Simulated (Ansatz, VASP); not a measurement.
**TiH5: VASP beside Ansatz**

```xyz
12
Lattice="3.0698 0.0000 0.0000 0.0000 3.0698 0.0000 0.0000 0.0000 11.7790" Properties=species:S:1:pos:R:3 pbc="T T T"
Ti    1.5349    0.0000    1.1737
Ti    0.0000    1.5349   10.6053
H     1.5349    1.5349    2.1639
H     0.0000    0.0000    2.1639
H     1.5349    1.5349    9.6151
H     0.0000    0.0000    9.6151
H     1.5349    1.5349    0.0000
H     0.0000    0.0000    0.0000
H     0.0000    1.5349    7.3776
H     0.0000    1.5349    6.6277
H     1.5349    0.0000    4.4014
H     1.5349    0.0000    5.1513
```

Alike in both runs: functional PBE; k mesh 5 × 5 × 2; occupations gaussian, width 0.2 eV; no spin polarisation.

Ansatz relaxed the structure, and its values are those at the end. VASP's run is a single point on that final structure, the one shown.

|  | VASP | Ansatz |
| --- | --- | --- |
| version | VASP 6.6.1 | Ansatz 0.2.0 |
| potentials or method | VASP PAW PBE potentials, release 64 (Ti_sv, H), cutoff 520 eV | scalar-relativistic, plane waves, PAW |
| valence electrons in the cell | 34 | 34 |

|  | VASP | Ansatz | Ansatz less VASP |
| --- | --- | --- | --- |
| gap on the k mesh at the Fermi level (eV) | none | none | - |
| pressure (GPa) | 0.1 | 0.3 | +0.17 |
| rms of the force components (eV/Å) | 0.002 | 0.005 | +0.0032 |

A gap of «none» marks a metal or a gap that the smearing closes.

The k mesh is coarse, so the values compare programs but aren't converged.
